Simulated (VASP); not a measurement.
# SiNi3 (Pm-3m) in VASP: a series of runs

SiNi3 is run at these levels: LDA, PBEsol; tasks: single point.

Program: VASP 6.6.1. These are calculated values, not measurements. Logs are shortened: lines on timing, memory, paths and dates and some standing lists are left out, and cuts for length are marked.

## 1. The cell of the first run

Symmetry: Pm-3m, No. 221, cubic system. Conventional cell: a = 3.518 Å, b = 3.518 Å, c = 3.518 Å, α = 90.00°, β = 90.00°, γ = 90.00°. Ni (site symmetry 4/mmm) has 8 Ni at 2.49 Å and 4 Si at 2.49 Å within 3.3 Å. Si (site symmetry m-3m) has 12 Ni at 2.49 Å within 3.3 Å.

## 2. Single point, LDA, collinear spin, ferromagnetic start (10.89 Å³/atom)

INCAR reads:

```
SYSTEM = SiNi3
ALGO     = Normal         ! electronic algorithm
EDIFF    = 1E-7           ! SCF threshold, eV
ENCUT    = 520            ! plane-wave cutoff, eV
ISIF     = 2              ! what is computed and relaxed
ISMEAR   = -1             ! smearing method
ISPIN    = 2              ! spin polarisation
LASPH    = .True.         ! aspherical terms in the spheres
LCHARG   = .False.        ! write CHGCAR
LMAXMIX  = 4              ! l up to which the mixer works
LORBIT   = 11             ! projections on sites
LREAL    = .False.        ! projectors in reciprocal space
LWAVE    = .False.        ! write WAVECAR
MAGMOM   = 1 1 1 0        ! initial moments
NBANDS   = 29             ! bands
NELM     = 150            ! most SCF steps
PREC     = Accurate       ! precision mode
SIGMA    = 0.05           ! smearing width, eV
```

KPOINTS reads:

```
k-points
0
Gamma
  8 8 8
  0 0 0
```

POSCAR reads:

```
SiNi3
1.0
    3.5182274716      0.0000000000      0.0000000000
    0.0000000000      3.5182274716      0.0000000000
    0.0000000000      0.0000000000      3.5182274716
Ni Si
3 1
Direct
    0.5000000000      0.5000000000      0.0000000000
    0.5000000000      0.0000000000      0.5000000000
    0.0000000000      0.5000000000      0.5000000000
    0.0000000000      0.0000000000      0.0000000000
```

Potentials or basis: VASP PAW LDA potentials, release 64 (Ni, Si).

Run with:

```sh
$ cat potpaw_LDA.64/Ni/POTCAR potpaw_LDA.64/Si/POTCAR > POTCAR
$ mpirun -np 1 vasp_std > vasp.out
```

OUTCAR:

```text
SYSTEM = SiNi3
   EDIFF = 1E-7
   ENCUT = 520
   ISIF = 2
   ISMEAR = -1
   ISPIN = 2
   LASPH = .True.
   LORBIT = 11
   LREAL = .False.
   NELM = 150
   PREC = Accurate

 ion  position               nearest neighbor table
   1  0.500  0.500  0.000-   2 2.49   3 2.49   4 2.49   2 2.49   3 2.49   2 2.49   4 2.49   2 2.49
                             3 2.49   4 2.49   3 2.49   4 2.49
   2  0.500  0.000  0.500-   1 2.49   3 2.49   4 2.49   1 2.49   4 2.49   1 2.49   3 2.49   1 2.49
                             3 2.49   4 2.49   4 2.49   3 2.49
   3  0.000  0.500  0.500-   1 2.49   2 2.49   4 2.49   1 2.49   4 2.49   2 2.49   4 2.49   4 2.49
                             1 2.49   2 2.49   1 2.49   2 2.49
   4  0.000  0.000  0.000-   1 2.49   2 2.49   3 2.49   2 2.49   3 2.49   1 2.49   3 2.49   3 2.49
                             1 2.49   2 2.49   2 2.49   1 2.49

  LATTYP: Found a simple cubic cell.
 ALAT       =     3.5182274716

  Lattice vectors:

 A1 = (   3.5182274716,   0.0000000000,   0.0000000000)
 A2 = (   0.0000000000,   3.5182274716,   0.0000000000)
 A3 = (   0.0000000000,   0.0000000000,   3.5182274716)

Analysis of symmetry for initial positions (statically):
=====================================================================
 Subroutine PRICEL returns:
 Original cell was already a primitive cell.

 Routine SETGRP: Setting up the symmetry group for a
 simple cubic supercell.

 Subroutine GETGRP returns: Found 48 space group operations
 (whereof 48 operations were pure point group operations)
 out of a pool of 48 trial point group operations.

The static configuration has the point symmetry O_h .

Analysis of symmetry for dynamics (positions and initial velocities):
=====================================================================
 Subroutine PRICEL returns:
 Original cell was already a primitive cell.

 Routine SETGRP: Setting up the symmetry group for a
 simple cubic supercell.

 Subroutine GETGRP returns: Found 48 space group operations
 (whereof 48 operations were pure point group operations)
 out of a pool of 48 trial point group operations.

The dynamic configuration has the point symmetry O_h .

Analysis of structural, dynamic, and magnetic symmetry:
=====================================================================
 Subroutine PRICEL returns:
 Original cell was already a primitive cell.

 Routine SETGRP: Setting up the symmetry group for a
 simple cubic supercell.

 Subroutine GETGRP returns: Found 48 space group operations
 (whereof 48 operations were pure point group operations)
 out of a pool of 48 trial point group operations.

The overall configuration has the point symmetry O_h .

 Subroutine INISYM returns: Found 48 space group operations
 (whereof 48 operations are pure point group operations),
 and found     1 'primitive' translations

----------------------------------------------------------------------------------------

                                     Primitive cell

  volume of cell :      43.5484

  direct lattice vectors                    reciprocal lattice vectors
     3.518227472  0.000000000  0.000000000     0.284234038  0.000000000  0.000000000
     0.000000000  3.518227472  0.000000000     0.000000000  0.284234038  0.000000000
     0.000000000  0.000000000  3.518227472     0.000000000  0.000000000  0.284234038

  length of vectors
     3.518227472  3.518227472  3.518227472     0.284234038  0.284234038  0.284234038

  position of ions in fractional coordinates (direct lattice)
     0.500000000  0.500000000  0.000000000
     0.500000000  0.000000000  0.500000000
     0.000000000  0.500000000  0.500000000
     0.000000000  0.000000000  0.000000000

  ion indices of the primitive-cell ions
   primitive index   ion index
                 1           1
                 2           2
                 3           3
                 4           4

----------------------------------------------------------------------------------------

 KPOINTS: k-points

Automatic generation of k-mesh.
 Grid dimensions read from file:
 generate k-points for:    8    8    8

 Generating k-lattice:

  Cartesian coordinates                     Fractional coordinates (reciprocal lattice)
     0.035529255  0.000000000  0.000000000     0.125000000  0.000000000  0.000000000
     0.000000000  0.035529255  0.000000000     0.000000000  0.125000000  0.000000000
     0.000000000  0.000000000  0.035529255     0.000000000  0.000000000  0.125000000

  Length of vectors
     0.035529255  0.035529255  0.035529255

  Shift w.r.t. Gamma in fractional coordinates (k-lattice)
     0.000000000  0.000000000  0.000000000

 Subroutine IBZKPT returns following result:
 ===========================================

 Found     35 irreducible k-points:

 Following reciprocal coordinates:
            Coordinates               Weight
  0.000000  0.000000  0.000000      1.000000
  0.125000  0.000000  0.000000      6.000000
  0.250000  0.000000  0.000000      6.000000
  0.375000  0.000000  0.000000      6.000000
  0.500000  0.000000  0.000000      3.000000
  0.125000  0.125000  0.000000     12.000000
[... 16 lines left out ...]
  0.375000  0.375000  0.125000     24.000000
  0.500000  0.375000  0.125000     24.000000
 [... further k-points ...]
   k-points           NKPTS =     35   k-points in BZ     NKDIM =     35   number of bands    NBANDS=     29
   number of dos      NEDOS =    301   number of ions     NIONS =      4
   total plane-waves  NPLWV =  21952
   dimension x,y,z NGX =    28 NGY =   28 NGZ =   28
   dimension x,y,z NGXF=    56 NGYF=   56 NGZF=   56
   ions per type =               3   1
   NGX,Y,Z   is equivalent  to a cutoff of  13.23, 13.23, 13.23 a.u.
   NGXF,Y,Z  is equivalent  to a cutoff of  26.46, 26.46, 26.46 a.u.
 SYSTEM =  SiNi3
   PREC   = accura    normal or accurate (medium, high low for compatibility)
   ISTART =      0    job   : 0-new  1-cont  2-samecut
   ICHARG =      2    charge: 1-file 2-atom 10-const
   ISPIN  =      2    spin polarized calculation?
   LNONCOLLINEAR =      F non collinear calculations
   LSORBIT =      F    spin-orbit coupling
   LASPH  =      T    aspherical Exc in radial PAW
   ENCUT  =  520.0 eV  38.22 Ry    6.18 a.u.   6.54  6.54  6.54*2*pi/ulx,y,z
   NELM   =    150;   NELMIN=  2; NELMDL= -5     # of ELM steps
   EDIFF  = 0.1E-06   stopping-criterion for ELM
   LREAL  =      F    real-space projection
   EDIFFG = 0.1E-05   stopping-criterion for IOM
   NSW    =      0    number of steps for IOM
   IBRION =     -1    ionic relax: 0-MD 1-quasi-New 2-CG
   NFREE  =      0    steps in history (QN), initial steepest desc. (CG)
   ISIF   =      2    stress and relaxation
   ISYM   =      2    0-nonsym 1-usesym 2-fastsym
   POTIM  = 0.5000    time-step for ionic-motion
   TEBEG  =    0.0;   TEEND  =   0.0 temperature during run
   PSTRESS=    0.0 pullay stress
   NELECT =      34.0000    total number of electrons
   NUPDOWN=      -1.0000    fix difference up-down
   EMIN   =  10.00;   EMAX   =-10.00  energy-range for DOS
   EFERMI =   0.00;   METHOD = LEGACY
   ISMEAR =    -1;   SIGMA  =   0.05  broadening in eV -4-tet -1-fermi 0-gaus
   EFERMI_NEDOS =   21; number of points for ismear=-14 and -15
   IALGO  =     38    algorithm
   IMIX   =      4    mixing-type and parameters
     AMIX     =   0.40;   BMIX     =  1.00
     AMIX_MAG =   1.60;   BMIX_MAG =  1.00
  volume/ion in A,a.u.               =      10.89        73.47
  Fermi-wavevector in a.u.,A,eV,Ry     =   1.507453  2.848674 30.918092  2.272416
  Thomas-Fermi vector in A             =   2.618037
   LORBIT       =     11    0 simple, 1 ext, 2 COOP (PROOUT), +10 PAW based schemes
   GGA     = CA    functional components
   LHFCALC =     F    Hartree Fock is set to
   AEXX    =    0.0000 exact exchange contribution
   IVDW    =     0    specifies the selected vdW correction
   LEPSILON=     F    determine dielectric tensor
   LRPA    =     F    only Hartree local field effects (RPA)
 spin polarized calculation
  energy-cutoff  :      520.00
  volume of cell :       43.55
 maximum number of plane-waves:      1208
 NGX is ok and might be reduce to    28
   NGX = 13   NGY = 13   NGZ = 13

 number of electron      33.9999980 magnetization      -0.0504298

 number of electron      33.9999980 magnetization       0.0000894

 Free energy of the ion-electron system (eV)
  ---------------------------------------------------
  ext. energy  EPLUGINS =         0.00000000
  ---------------------------------------------------
  free energy    TOTEN  =       -27.75088064 eV

  energy without entropy =      -27.73347128  energy(sigma->0) =      -27.74217596

 E-fermi :  10.2681     XC(G=0): -13.3153

 val. band max:       10.1987247323   @ k =   0.1250   0.1250   0.0000
 cond. band min:      10.2853863797   @ k =   0.5000   0.3750   0.3750
 fundamental gap:      0.0866616475
 Fermi energy:        10.2680955936

 spin component 1

 k-point     1 :       0.0000    0.0000    0.0000
  band No.  band energies     occupation
      1      -1.5050      1.00000
      2       5.4751      1.00000
      3       6.2831      1.00000
      4       6.2831      1.00000
      5       6.7674      1.00000
      6       6.7674      1.00000
[... 21 lines left out ...]
     28      24.2073      0.00000
     29      24.2686      0.00000

 k-point     2 :       0.1250    0.0000    0.0000
  band No.  band energies     occupation
      1      -1.3242      1.00000
      2       5.4847      1.00000
      3       6.0470      1.00000
      4       6.4101      1.00000
      5       6.7538      1.00000
      6       6.7538      1.00000
[... 696 lines left out ...]
 k-point    24 :       0.5000    0.3750    0.1250
  band No.  band energies     occupation
      1       1.7172      1.00000
      2       4.0717      1.00000
      3       4.8207      1.00000
      4       6.4018      1.00000
      5       6.7546      1.00000
      6       7.4121      1.00000
[... 21 lines left out ...]
     28      25.0877      0.00000
     29      27.1913      0.00000

 [... further k-points ...]

 spin component 2

 k-point     1 :       0.0000    0.0000    0.0000
  band No.  band energies     occupation
      1      -1.5050      1.00000
      2       5.4751      1.00000
      3       6.2831      1.00000
      4       6.2831      1.00000
      5       6.7674      1.00000
      6       6.7674      1.00000
[... 21 lines left out ...]
     28      24.2080      0.00000
     29      24.2686      0.00000

 k-point     2 :       0.1250    0.0000    0.0000
  band No.  band energies     occupation
      1      -1.3242      1.00000
      2       5.4847      1.00000
      3       6.0470      1.00000
      4       6.4101      1.00000
      5       6.7539      1.00000
      6       6.7539      1.00000
[... 696 lines left out ...]
 k-point    24 :       0.5000    0.3750    0.1250
  band No.  band energies     occupation
      1       1.7172      1.00000
      2       4.0717      1.00000
      3       4.8207      1.00000
      4       6.4018      1.00000
      5       6.7546      1.00000
      6       7.4121      1.00000
[... 21 lines left out ...]
     28      25.0877      0.00000
     29      27.1912      0.00000

 [... further k-points ...]
[... 5 lines left out ...]
  --------------------------------------------------------------------------------------
  -------------------------------------------------------------------------------------
  Total       -4.4890825     -4.4890825     -4.4890825      0.0000000      0.0000000      0.0000000
  in kB     -165.1567845   -165.1567845   -165.1567845      0.0000000      0.0000000      0.0000000
  external PRESSURE =    -165.1567845 kB  Pullay stress =       0.0000000 kB

 VOLUME and BASIS-vectors are now :
 -----------------------------------------------------------------------------
  energy-cutoff  :      520.00
  volume of cell :       43.55
      direct lattice vectors                 reciprocal lattice vectors
     3.518227472  0.000000000  0.000000000     0.284234038  0.000000000  0.000000000
     0.000000000  3.518227472  0.000000000     0.000000000  0.284234038  0.000000000
     0.000000000  0.000000000  3.518227472     0.000000000  0.000000000  0.284234038

 POSITION                                       TOTAL-FORCE (eV/Angst)
 -----------------------------------------------------------------------------------
      1.75911      1.75911      0.00000         0.000000      0.000000      0.000000
      1.75911      0.00000      1.75911         0.000000      0.000000      0.000000
      0.00000      1.75911      1.75911         0.000000      0.000000      0.000000
      0.00000      0.00000      0.00000         0.000000      0.000000      0.000000
 -----------------------------------------------------------------------------------
    total drift:                                0.000000      0.000000      0.000000

  FREE ENERGIE OF THE ION-ELECTRON SYSTEM (eV)
  ---------------------------------------------------
  free  energy   TOTEN  =       -27.7508806352 eV

  energy  without entropy=      -27.7334712756  energy(sigma->0) =      -27.74217596

 total charge

# of ion       s       p       d       tot
------------------------------------------
    1        0.484   0.559   8.421   9.463
    2        0.484   0.559   8.421   9.463
    3        0.484   0.559   8.421   9.463
    4        0.735   0.814   0.000   1.550
--------------------------------------------------
tot          2.187   2.490  25.263  29.940

 magnetization (x)

# of ion       s       p       d       tot
------------------------------------------
    1       -0.000  -0.000   0.000   0.000
    2       -0.000  -0.000   0.000   0.000
    3       -0.000  -0.000   0.000   0.000
    4       -0.000  -0.000   0.000  -0.000
--------------------------------------------------
tot         -0.000  -0.000   0.000   0.000
```

Wall time 2.9 min (1 thread of Intel Xeon 8259CL, shared host); peak memory 0.19 GiB.

What came out:

```yaml
Free_energy: -27.7509 eV
Pressure: -16.5 GPa
Band_gap_on_the_k_mesh: zero (filled and empty bands overlap)
Net_moment: 0.00 μB per cell
Valence_electrons_inside_the_program's_atomic_spheres: Ni 9.46; Si 1.55
```

Caveat: the cell stands under tension; the moments typed at the start vanished in this run.

## 3. Single point, LDA, collinear spin, ferromagnetic start (11.33 Å³/atom)

This run uses another cell than the first one, of 11.33 Å³/atom.

INCAR reads:

```
ALGO = Normal ; EDIFF = 1E-6
ENCUT = 520 ; GGA = CA
ISIF = 2 ; ISMEAR = -1
ISPIN = 2 ; LASPH = T
LCHARG = F ; LMAXMIX = 4
LORBIT = 11 ; LREAL = F
LWAVE = F ; MAGMOM = 1 1 1 0
NBANDS = 29 ; NELM = 150
PREC = Accurate ; SIGMA = 0.05
```

KPOINTS reads:

```
k-points
0
Gamma
  8 8 8
```

POSCAR reads:

```
SiNi3
1.0
    3.5654576373      0.0000000000      0.0000000000
    0.0000000000      3.5654576373      0.0000000000
    0.0000000000      0.0000000000      3.5654576373
Ni Si
3 1
Direct
    0.5000000000      0.5000000000      0.0000000000
    0.5000000000      0.0000000000      0.5000000000
    0.0000000000      0.5000000000      0.5000000000
    0.0000000000      0.0000000000      0.0000000000
```

Potentials or basis: VASP PAW LDA potentials, release 64 (Ni, Si).

Run with:

```sh
$ cat potpaw_LDA.64/Ni/POTCAR potpaw_LDA.64/Si/POTCAR > POTCAR
$ mpirun -np 1 vasp_std > vasp.out
```

It took 2.7 min on 1 thread of Intel Xeon 8259CL, shared host; peak memory 0.19 GiB.

It converged, with:

```
Free energy                                           : -27.5315 eV
Pressure                                              : -22.7 GPa
Band gap on the k mesh                                : zero (filled and empty bands overlap)
Net moment                                            : 0.00 μB per cell
Valence electrons inside the program's atomic spheres : Ni 9.39; Si 1.53
```

Levels at points of the mesh, in eV from the Fermi level:
Spin up:
```tsv
k point	band 13	band 14	band 15	band 16	band 17	band 18	band 19	band 20	band 21	band 22
(0.00, 0.00, 0.00)	-0.77	-0.56	-0.56	-0.28	0.01	0.01	0.01	4.33	6.15	6.15
(0.50, 0.00, 0.00)	-1.24	-1.18	-1.06	-0.50	0.01	3.44	3.44	4.77	5.17	5.17
(0.50, 0.50, 0.00)	-1.32	-1.30	-1.04	-0.94	-0.90	0.61	0.61	5.32	6.10	7.53
(0.50, 0.50, 0.50)	-1.32	-1.16	-1.16	-0.25	-0.20	-0.20	-0.20	0.99	3.81	3.81
```
Spin down:
```csv
k point,band 13,band 14,band 15,band 16,band 17,band 18,band 19,band 20,band 21,band 22
"(0.00, 0.00, 0.00)",-0.77,-0.56,-0.56,-0.27,0.01,0.01,0.01,4.33,6.15,6.15
"(0.50, 0.00, 0.00)",-1.24,-1.18,-1.06,-0.50,0.02,3.44,3.44,4.77,5.17,5.17
"(0.50, 0.50, 0.00)",-1.32,-1.30,-1.04,-0.94,-0.90,0.61,0.61,5.32,6.10,7.53
"(0.50, 0.50, 0.50)",-1.32,-1.16,-1.16,-0.25,-0.20,-0.20,-0.20,0.99,3.81,3.81
```

Caveat: the cell stands under tension; the moments typed at the start vanished in this run.

## 4. Single point, PBEsol, collinear spin, ferromagnetic start (11.33 Å³/atom)

This run uses another cell than the first one, of 11.33 Å³/atom.

INCAR reads:

```
PREC     = Accurate       # precision mode
ENCUT    = 520            # plane-wave cutoff, eV
EDIFF    = 1E-6           # SCF threshold, eV
ISMEAR   = -1             # smearing method
SIGMA    = 0.05           # smearing width, eV
LREAL    = F              # projectors in reciprocal space
LASPH    = T              # aspherical terms in the spheres
NELM     = 150            # most SCF steps
ALGO     = Normal         # electronic algorithm
ISIF     = 2              # what is computed and relaxed
LWAVE    = F              # write WAVECAR
LCHARG   = T              # write CHGCAR
ISPIN    = 2              # spin polarisation
MAGMOM   = 1 1 1 0        # initial moments
LORBIT   = 11             # projections on sites
LMAXMIX  = 4              # l up to which the mixer works
GGA      = PS             # functional
LELF     = T              # ELF
LVHAR    = T            
NBANDS   = 29             # bands
```

KPOINTS reads:

```
regular mesh
0
Gamma
  8 8 8
```

POSCAR is that of step 3.

Potentials or basis: VASP PAW PBE potentials, release 64 (Ni, Si).

Run with:

```sh
$ cat potpaw_PBE.64/Ni/POTCAR potpaw_PBE.64/Si/POTCAR > POTCAR
$ mpirun -np 1 vasp_std > vasp.out
```

It took 3.6 min on 1 thread of Intel Xeon 8259CL, shared host; peak memory 0.21 GiB.

Results (log left out):

```yaml
Free_energy: -26.0760 eV
Pressure: -17.1 GPa
Band_gap_on_the_k_mesh: zero (filled and empty bands overlap)
Net_moment: 0.00 μB per cell
Valence_electrons_inside_the_program's_atomic_spheres: Ni 9.38; Si 1.52
```

Levels at points of the mesh, in eV from the Fermi level:
Spin up:
```tsv
k point	band 13	band 14	band 15	band 16	band 17	band 18	band 19	band 20	band 21	band 22
(0.00, 0.00, 0.00)	-0.82	-0.57	-0.57	-0.28	0.02	0.02	0.02	4.37	6.09	6.09
(0.50, 0.00, 0.00)	-1.23	-1.19	-1.06	-0.51	0.02	3.43	3.43	4.81	5.13	5.13
(0.50, 0.50, 0.00)	-1.32	-1.32	-1.04	-0.94	-0.89	0.60	0.60	5.32	6.08	7.48
(0.50, 0.50, 0.50)	-1.33	-1.16	-1.16	-0.34	-0.20	-0.20	-0.20	1.02	3.79	3.79
```
Spin down:
```tsv
k point	band 15	band 16	band 17	band 18	band 19	band 20
(0.00, 0.00, 0.00)	-0.57	-0.28	0.02	0.02	0.02	4.37
(0.50, 0.00, 0.00)	-1.06	-0.51	0.02	3.43	3.43	4.81
(0.50, 0.50, 0.00)	-1.04	-0.94	-0.89	0.61	0.61	5.32
(0.50, 0.50, 0.50)	-1.16	-0.34	-0.20	-0.20	-0.20	1.02
```

Caveat: the cell stands under tension; the moments typed at the start vanished in this run; the PAW data sets were made with another functional, which shifts forces and pressure a little.

[end of part 1 of 2]

The gap in the log of VASP goes by the Fermi energy; the results here count the filled bands.